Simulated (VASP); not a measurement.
A run of VASP 6.6.1 is set up as follows.

The input POSCAR:

```
GaAs
1.0
    0.0000000000      2.8268500000      2.8268500000
    2.8268500000      0.0000000000      2.8268500000
    2.8268500000      2.8268500000      0.0000000000
As Ga
1 1
Direct
    0.7500000000      0.7500000000      0.7500000000
    0.0000000000      0.0000000000      0.0000000000
```

The input INCAR.step1:

```
PREC     = Accurate       # precision mode
ENCUT    = 400            # plane-wave cutoff, eV
EDIFF    = 1E-5           # SCF threshold, eV
ISMEAR   = 0              # smearing method
SIGMA    = 0.01           # smearing width, eV
LREAL    = F              # projectors in reciprocal space
LASPH    = T              # aspherical terms in the spheres
NELM     = 120            # most SCF steps
ALGO     = Normal         # electronic algorithm
ISIF     = 2              # what is computed and relaxed
LWAVE    = T              # write WAVECAR
LCHARG   = F              # write CHGCAR
GGA      = PE             # functional
NBANDS   = 16             # bands
GGA_COMPAT= F
```

The input INCAR.step2:

```
PREC     = Accurate       # precision mode
ENCUT    = 400            # plane-wave cutoff, eV
EDIFF    = 1E-6           # SCF threshold, eV
ISMEAR   = 0              # smearing method
SIGMA    = 0.01           # smearing width, eV
LREAL    = F              # projectors in reciprocal space
LASPH    = T              # aspherical terms in the spheres
NELM     = 120            # most SCF steps
ALGO     = Normal         # electronic algorithm
ISIF     = 2              # what is computed and relaxed
LWAVE    = F              # write WAVECAR
LCHARG   = F              # write CHGCAR
GGA      = B5             # functional
LHFCALC  = T              # exact exchange
AEXX     = 0.2            # exact-exchange fraction
AGGAX    = 0.72         
AGGAC    = 0.81         
ALDAC    = 0.19         
PRECFOCK = Normal       
ISTART   = 1            
NBANDS   = 16             # bands
GGA_COMPAT= F
```

File KPOINTS:

```
Automatic mesh
0
Gamma
  5 5 5
```

Potentials or basis: VASP PAW PBE potentials, release 64 (As, Ga_d).

Launch:

```bash
$ cat potpaw_PBE.64/As/POTCAR potpaw_PBE.64/Ga_d/POTCAR > POTCAR
$ cp INCAR.step1 INCAR
$ mpirun -np 1 vasp_std > vasp.out
$ cp INCAR.step2 INCAR
$ mpirun -np 1 vasp_std > vasp.out
```

Problem. Estimate the pressure.

Solution. 4.2 GPa.

Problem. Predict the band gap on the k mesh.

Solution. 1.63 eV.

Caveat: the cell stands under pressure; the PAW data sets were made with another functional, which shifts forces and pressure a little.
